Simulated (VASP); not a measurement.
A run of VASP 6.6.1:

The input POSCAR:

```
SiC
1.0
    2.1781449867     -2.1781449867      0.0000000000
    2.1781449867      0.0000000000     -2.1781449867
    9.8016524402      8.1680437002      8.1680437002
Si C
6 6
Direct
    0.9010500000     -0.0989500000      0.3958000000
    0.2760500000      0.2760500000      0.2291333333
    0.5260500000      0.5260500000      0.5624666667
    0.7760500000      0.7760500000      0.8958000000
    0.1510500000      0.1510500000      0.7291333333
    0.6510500000      0.6510500000      0.0624666667
    0.5573000000      0.5573000000      0.4374666667
   -0.0677000000     -0.0677000000      0.2708000000
    0.1823000000      0.1823000000      0.6041333333
    0.4323000000      0.4323000000      0.9374666667
   -0.1927000000     -0.1927000000      0.7708000000
    0.3073000000      0.3073000000      0.1041333333
```

INCAR.step1

```
ALGO     = Normal         # electronic algorithm
EDIFF    = 1E-4           # SCF threshold, eV
ENCUT    = 520            # plane-wave cutoff, eV
GGA      = PE             # functional
ISMEAR   = 0              # smearing method
LASPH    = T              # aspherical terms in the spheres
LCHARG   = F              # write CHGCAR
LREAL    = F              # projectors in reciprocal space
LWAVE    = T              # write WAVECAR
NBANDS   = 36             # bands
NELM     = 60             # most SCF steps
PREC     = Accurate       # precision mode
SIGMA    = 0.05           # smearing width, eV
```

INCAR.step2

```
ALGO     = Normal         # electronic algorithm
EDIFF    = 1E-6           # SCF threshold, eV
ENCUT    = 520            # plane-wave cutoff, eV
ISIF     = 2              # what is computed and relaxed
ISMEAR   = 0              # smearing method
ISTART   = 1            
LASPH    = T              # aspherical terms in the spheres
LCHARG   = F              # write CHGCAR
LMIXTAU  = T            
LREAL    = F              # projectors in reciprocal space
LWAVE    = F              # write WAVECAR
METAGGA  = R2SCAN         # meta-GGA
NBANDS   = 36             # bands
NELM     = 60             # most SCF steps
PREC     = Accurate       # precision mode
SIGMA    = 0.05           # smearing width, eV
```

The input KPOINTS:

```
k-points
0
Gamma
  10 10 2
```

Potentials or basis: VASP PAW PBE potentials, release 64 (Si, C).

Launch:

```sh
$ cat potpaw_PBE.64/Si/POTCAR potpaw_PBE.64/C/POTCAR > POTCAR
$ cp INCAR.step1 INCAR
$ mpirun -np 1 vasp_std > vasp.out
$ cp INCAR.step2 INCAR
$ mpirun -np 1 vasp_std > vasp.out
```

Hardware: 1 thread of Oxide Virtual Turin-like Processor, with other jobs on the host.

Q: How long does it take, and how much memory?

A: It took 29 min on 1 thread of Oxide Virtual Turin-like Processor, on a shared host, peak memory 0.36 GiB. Counts: k points 62.
